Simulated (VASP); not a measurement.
# W in VASP: further runs

The runs below take W through single point, with PBEsol.

Everything below comes from runs of VASP 6.6.1. Logs are shortened: lines on timing, memory, paths and dates and some standing lists are left out, and cuts for length are marked.

### 1 The cell of the first run

It takes space group I4/mmm (No. 139, tetragonal). The conventional cell has a = 2.928 Å, b = 2.928 Å, c = 4.060 Å, α = 90.00°, β = 90.00°, γ = 90.00°. W (site symmetry 4/mmm) has 12 W at 2.90 to 2.93 Å within 3.8 Å.

### 2 Single point, PBEsol (equal xx and yy strain of +2 %)

Input file INCAR:

```
SYSTEM = W
  PREC = Accurate
  ENCUT = 500
  EDIFF = 1E-6
  ISMEAR = -1
  SIGMA = 0.05
  LREAL = .FALSE.
  LASPH = .TRUE.
  NELM = 120
  ALGO = Normal
  ISIF = 2
  LWAVE = .FALSE.
  LCHARG = .FALSE.
  GGA = PS
  NBANDS = 13
  GGA_COMPAT = .FALSE.
```

Input file KPOINTS:

```
Automatic mesh
0
G
  14 14 14
  0 0 0
```

Input file POSCAR:

```
W
1.0
    0.0000000000      2.0706000000      2.0300000000
    2.0706000000      0.0000000000      2.0300000000
    2.0706000000      2.0706000000      0.0000000000
W
1
Direct
    0.0000000000      0.0000000000      0.0000000000
```

Potentials or basis: VASP PAW PBE potentials, release 64 (W_sv).

Launch:

```console
cat potpaw_PBE.64/W_sv/POTCAR > POTCAR
mpirun -np 1 vasp_std > vasp.out
```

OUTCAR:

```text
SYSTEM = W
   PREC = Accurate
   ENCUT = 500
   EDIFF = 1E-6
   ISMEAR = -1
   LREAL = .FALSE.
   LASPH = .TRUE.
   NELM = 120
   ISIF = 2
   GGA = PS

 ion  position               nearest neighbor table
   1  0.000  0.000  0.000-

  LATTYP: Found a body centered tetragonal cell.
 ALAT       =     2.9282706022
 C/A-ratio  =     1.3864838847

  Lattice vectors:

 A1 = (   0.0000000000,  -2.0706000000,  -2.0300000000)
 A2 = (   0.0000000000,   2.0706000000,  -2.0300000000)
 A3 = (   2.0706000000,   0.0000000000,   2.0300000000)

Analysis of symmetry for initial positions (statically):
=====================================================================
 Subroutine PRICEL returns:
 Original cell was already a primitive cell.

 Routine SETGRP: Setting up the symmetry group for a
 body centered tetragonal supercell.

 Subroutine GETGRP returns: Found 16 space group operations
 (whereof 16 operations were pure point group operations)
 out of a pool of 16 trial point group operations.

The static configuration has the point symmetry D_4h.

Analysis of symmetry for dynamics (positions and initial velocities):
=====================================================================
 Subroutine PRICEL returns:
 Original cell was already a primitive cell.

 Routine SETGRP: Setting up the symmetry group for a
 body centered tetragonal supercell.

 Subroutine GETGRP returns: Found 16 space group operations
 (whereof 16 operations were pure point group operations)
 out of a pool of 16 trial point group operations.

The dynamic configuration has the point symmetry D_4h.

 Subroutine INISYM returns: Found 16 space group operations
 (whereof 16 operations are pure point group operations),
 and found     1 'primitive' translations

----------------------------------------------------------------------------------------

                                     Primitive cell

  volume of cell :      17.4068

  direct lattice vectors                    reciprocal lattice vectors
     0.000000000  2.070600000  2.030000000    -0.241475901  0.241475901  0.246305419
     2.070600000  0.000000000  2.030000000     0.241475901 -0.241475901  0.246305419
     2.070600000  2.070600000  0.000000000     0.241475901  0.241475901 -0.246305419

  length of vectors
[... 79 lines left out ...]
   NELM   =    120;   NELMIN=  2; NELMDL= -5     # of ELM steps
   EDIFF  = 0.1E-05   stopping-criterion for ELM
   LREAL  =      F    real-space projection
   EDIFFG = 0.1E-04   stopping-criterion for IOM
   NSW    =      0    number of steps for IOM
   IBRION =     -1    ionic relax: 0-MD 1-quasi-New 2-CG
   NFREE  =      0    steps in history (QN), initial steepest desc. (CG)
   ISIF   =      2    stress and relaxation
   ISYM   =      2    0-nonsym 1-usesym 2-fastsym
   POTIM  = 0.5000    time-step for ionic-motion
   TEBEG  =    0.0;   TEEND  =   0.0 temperature during run
   PSTRESS=    0.0 pullay stress
   NELECT =      14.0000    total number of electrons
   NUPDOWN=      -1.0000    fix difference up-down
   EMIN   =  10.00;   EMAX   =-10.00  energy-range for DOS
   EFERMI =   0.00;   METHOD = LEGACY
   ISMEAR =    -1;   SIGMA  =   0.05  broadening in eV -4-tet -1-fermi 0-gaus
   EFERMI_NEDOS =   21; number of points for ismear=-14 and -15
   IALGO  =     38    algorithm
   IMIX   =      4    mixing-type and parameters
     AMIX     =   0.40;   BMIX     =  1.00
     AMIX_MAG =   1.60;   BMIX_MAG =  1.00
  volume/ion in A,a.u.               =      17.41       117.47
  Fermi-wavevector in a.u.,A,eV,Ry     =   1.522456  2.877024 31.536558  2.317872
  Thomas-Fermi vector in A             =   2.631033
   LORBIT       =      0    0 simple, 1 ext, 2 COOP (PROOUT), +10 PAW based schemes
   GGA     = PS    functional components
   LHFCALC =     F    Hartree Fock is set to
   AEXX    =    0.0000 exact exchange contribution
   IVDW    =     0    specifies the selected vdW correction
   LEPSILON=     F    determine dielectric tensor
   LRPA    =     F    only Hartree local field effects (RPA)
 non-spin polarized calculation
  energy-cutoff  :      500.00
  volume of cell :       17.41
 maximum number of plane-waves:       455
 NGX is ok and might be reduce to    24
   NGX = 11   NGY = 11   NGZ = 11

 number of electron      13.9999999 magnetization

 Free energy of the ion-electron system (eV)
  ---------------------------------------------------
  ext. energy  EPLUGINS =         0.00000000
  ---------------------------------------------------
  free energy    TOTEN  =       -13.22087843 eV

  energy without entropy =      -13.20955868  energy(sigma->0) =      -13.21521856

 E-fermi :   9.5316     XC(G=0): -13.2309

 val. band max:        9.5279316326   @ k =   0.4286   0.1429   0.0714
 cond. band min:       9.5437114352   @ k =   0.1429   0.0000   0.0714
 fundamental gap:      0.0157798026
 Fermi energy:         9.5316017860

 k-point     1 :       0.0000    0.0000    0.0000
  band No.  band energies     occupation
      1     -64.2238      2.00000
      2     -27.9218      2.00000
      3     -27.9218      2.00000
      4     -27.9036      2.00000
      5       0.8369      2.00000
      6       8.9589      1.99998
      7       8.9589      1.99998
      8       9.1947      1.99763
      9      11.7148      0.00000
     10      12.0656      0.00000
     11      22.2857      0.00000
     12      26.9708      0.00000
     13      26.9708      0.00000
[... 354 lines left out ...]
  band No.  band energies     occupation
      1     -64.1742      2.00000
      2     -28.3954      2.00000
      3     -28.0610      2.00000
      4     -28.0345      2.00000
      5       3.4689      2.00000
      6       7.4528      2.00000
      7       9.3469      1.95146
      8       9.9904      0.00021
      9      11.3638      0.00000
     10      12.8082      0.00000
     11      23.6692      0.00000
     12      26.5984      0.00000
     13      28.4739      0.00000

 [... further k-points ...]
[... 5 lines left out ...]
  --------------------------------------------------------------------------------------
  -------------------------------------------------------------------------------------
  Total       -2.1016742     -2.1016742     -2.7638906      0.0000000     -0.0000000     -0.0000000
  in kB     -193.4450089   -193.4450089   -254.3975824      0.0000000     -0.0000000     -0.0000000
  external PRESSURE =    -213.7625334 kB  Pullay stress =       0.0000000 kB

 VOLUME and BASIS-vectors are now :
 -----------------------------------------------------------------------------
  energy-cutoff  :      500.00
  volume of cell :       17.41
      direct lattice vectors                 reciprocal lattice vectors
     0.000000000  2.070600000  2.030000000    -0.241475901  0.241475901  0.246305419
     2.070600000  0.000000000  2.030000000     0.241475901 -0.241475901  0.246305419
     2.070600000  2.070600000  0.000000000     0.241475901  0.241475901 -0.246305419

 POSITION                                       TOTAL-FORCE (eV/Angst)
 -----------------------------------------------------------------------------------
      0.00000      0.00000      0.00000         0.000000      0.000000      0.000000
 -----------------------------------------------------------------------------------
    total drift:                               -0.000000      0.000000      0.000000

  FREE ENERGIE OF THE ION-ELECTRON SYSTEM (eV)
  ---------------------------------------------------
  free  energy   TOTEN  =       -13.2208784317 eV

  energy  without entropy=      -13.2095586810  energy(sigma->0) =      -13.21521856
```

OSZICAR:

```text
N       E                     dE             d eps       ncg     rms          rms(c)
DAV:   1     0.823770071365E+02    0.82377E+02   -0.73398E+03  6344   0.118E+03
DAV:   2    -0.123700816876E+02   -0.94747E+02   -0.91339E+02  7134   0.308E+02
DAV:   3    -0.139734373400E+02   -0.16034E+01   -0.15954E+01  6954   0.392E+01
DAV:   4    -0.139806380617E+02   -0.72007E-02   -0.72005E-02  7089   0.289E+00
DAV:   5    -0.139807067842E+02   -0.68723E-04   -0.68722E-04  7119   0.267E-01    0.177E+01
DAV:   6    -0.133684097066E+02    0.61230E+00   -0.54158E-01  6734   0.936E+00    0.632E+00
DAV:   7    -0.132261898301E+02    0.14222E+00   -0.23310E-01  7144   0.573E+00    0.707E-01
DAV:   8    -0.132211610015E+02    0.50288E-02   -0.45722E-03  6409   0.900E-01    0.111E-01
DAV:   9    -0.132208746472E+02    0.28635E-03   -0.21626E-04  7294   0.155E-01    0.305E-02
DAV:  10    -0.132208782177E+02   -0.35705E-05   -0.75587E-06  6859   0.326E-02    0.225E-03
DAV:  11    -0.132208784317E+02   -0.21400E-06   -0.19041E-07  3907   0.470E-03
   1 F= -.13220878E+02 E0= -.13215219E+02  d E =-.113198E-01
```

stdout:

```text
POSCAR found type information on POSCAR W
 POSCAR found :  1 types and       1 ions
 scaLAPACK will be used
 -----------------------------------------------------------------------------
|                                                                             |
|                                                                             |
|     You enforced a specific xc type in the INCAR file but a different       |
|     I HOPE YOU KNOW WHAT YOU ARE DOING!                                     |
|                                                                             |
 -----------------------------------------------------------------------------

 LDA part: xc-table for (Slater+PW92), standard interpolation
 POSCAR, INCAR and KPOINTS ok, starting setup
 FFT: planning ... GRIDC
 FFT: planning ... GRID_SOFT
 FFT: planning ... GRID
 WAVECAR not read
 entering main loop
```

Wall time 49 s (1 thread of Intel Xeon 8259CL, shared host); peak memory 0.17 GiB.

What came out:

```yaml
Free_energy: -13.2209 eV
Pressure: -21.4 GPa
Band_gap_on_the_k_mesh: zero (band 7 reaches 12.55 eV, above the bottom of band 8 at 9.04 eV)
```

Levels at points of the mesh, in eV from the Fermi level:
| k point | band 4 | band 5 | band 6 | band 7 | band 8 | band 9 | band 10 | band 11 |
| --- | --- | --- | --- | --- | --- | --- | --- | --- |
| (0.00, 0.00, 0.00) | -37.44 | -8.69 | -0.57 | -0.57 | -0.34 | 2.18 | 2.53 | 12.75 |
| (0.50, 0.00, 0.00) | -37.56 | -5.30 | -0.84 | -0.56 | 0.50 | 4.56 | 4.73 | 9.42 |
| (0.50, 0.50, 0.00) | -37.82 | -5.08 | -4.20 | 3.02 | 4.58 | 5.33 | 5.33 | 11.05 |
| (0.50, 0.00, 0.50) | -37.77 | -5.11 | -4.14 | 2.64 | 4.60 | 5.17 | 5.44 | 11.21 |

Caveat: the cell differs from its parent crystal (equal xx and yy strain of +2 %); the PAW data sets were made with another functional, which shifts forces and pressure a little; spin-orbit coupling is left out, which moves the levels of the heavy elements.

### 3 Single point, PBEsol (equal xy, yz and zx shear strains of -1 %)

Input file INCAR:

```
SYSTEM = W
PREC = Accurate
ENCUT = 500
EDIFF = 1E-6
ISMEAR = -1
SIGMA = 0.05
LREAL = .FALSE.
LASPH = .TRUE.
NELM = 120
ALGO = Normal
ISIF = 2
LWAVE = .FALSE.
LCHARG = .TRUE.
GGA = PS
LELF = .TRUE.
LVHAR = .TRUE.
NBANDS = 13
GGA_COMPAT = .FALSE.
```

KPOINTS is that of step 2.

Input file POSCAR:

```
W
1.0
   -0.0203000000      2.0198500000      2.0198500000
    2.0198500000     -0.0203000000      2.0198500000
    2.0198500000      2.0198500000     -0.0203000000
W
1
Direct
    0.0000000000      0.0000000000      0.0000000000
```

Potentials or basis: VASP PAW PBE potentials, release 64 (W_sv).

Launch:

```console
cat potpaw_PBE.64/W_sv/POTCAR > POTCAR
mpirun -np 1 vasp_std > vasp.out
```

It took 26 s on 1 thread of Intel Xeon Platinum 8375C at 2.90GHz (Ice Lake), shared host; peak memory 0.18 GiB.

It converged, with:

```yaml
Free_energy: -13.2905 eV
Pressure: -12.1 GPa
Band_gap_on_the_k_mesh: zero (band 7 reaches 13.02 eV, above the bottom of band 8 at 9.51 eV)
```

Stress tensor (GPa, compression positive):
```
-12.11  -1.68  -1.68
 -1.68 -12.11  -1.68
 -1.68  -1.68 -12.11
```

Levels at points of the mesh, in eV from the Fermi level:
```csv
k point,band 4,band 5,band 6,band 7,band 8,band 9,band 10,band 11
"(0.00, 0.00, 0.00)",-37.29,-8.89,-0.62,-0.62,-0.35,2.50,2.50,12.81
"(0.50, 0.00, 0.00)",-37.44,-5.51,-0.87,-0.60,0.56,4.80,5.00,9.94
"(0.50, 0.50, 0.00)",-37.68,-5.36,-4.39,2.97,4.87,5.63,5.65,11.43
"(0.50, 0.50, 0.50)",-37.48,-5.47,-0.81,-0.81,0.76,4.98,4.98,10.19
```

Caveat: the cell differs from its parent crystal (equal xy, yz and zx shear strains of -1 %); the PAW data sets were made with another functional, which shifts forces and pressure a little; spin-orbit coupling is left out, which moves the levels of the heavy elements.
